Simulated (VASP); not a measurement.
Wanted: the native input for a VASP 6.6.1 run.

| Item | Value |
| --- | --- |
| Task | single point |
| Functional | PBE |
| Potentials or basis | VASP PAW PBE potentials, release 64 (Li_sv, Br) |
| Cutoff | 750 eV |
| k mesh | 6 × 6 × 6 |
| Occupations | gaussian, width 0.01 eV |
| Spin | no spin polarisation |
| Dipole correction | no |
| Further INCAR settings | ALGO = Normal; EDIFF = 1e-06; NBANDS = 12 |

The structure of LiBr lies in POSCAR:

```
LiBr
1.0
    0.0000000000      2.7395485832      2.7395485832
    2.7395485832      0.0000000000      2.7395485832
    2.7395485832      2.7395485832      0.0000000000
Li Br
1 1
Direct
    0.0000000000      0.0000000000      0.0000000000
    0.5000000000      0.5000000000      0.5000000000
```

The input as run:

INCAR

```
PREC = Accurate
ENCUT = 750
EDIFF = 1E-6
ISMEAR = 0
SIGMA = 0.01
LREAL = False
LASPH = True
NELM = 120
ALGO = Normal
ISIF = 2
LWAVE = False
LCHARG = False
GGA = PE
NBANDS = 12
GGA_COMPAT = False
```

KPOINTS

```
Automatic mesh
0
Gamma
  6 6 6
```

Potentials or basis: VASP PAW PBE potentials, release 64 (Li_sv, Br).

Launch:

```bash
$ cat potpaw_PBE.64/Li_sv/POTCAR potpaw_PBE.64/Br/POTCAR > POTCAR
$ mpirun -np 1 vasp_std > vasp.out
```

Results of the run:

```yaml
Pressure: 0.4 GPa
Band_gap_on_the_k_mesh: 4.99 eV
```

Wall time 35 s on 1 thread of Intel Xeon 8259CL, with other jobs on the host, peak memory 0.21 GiB.
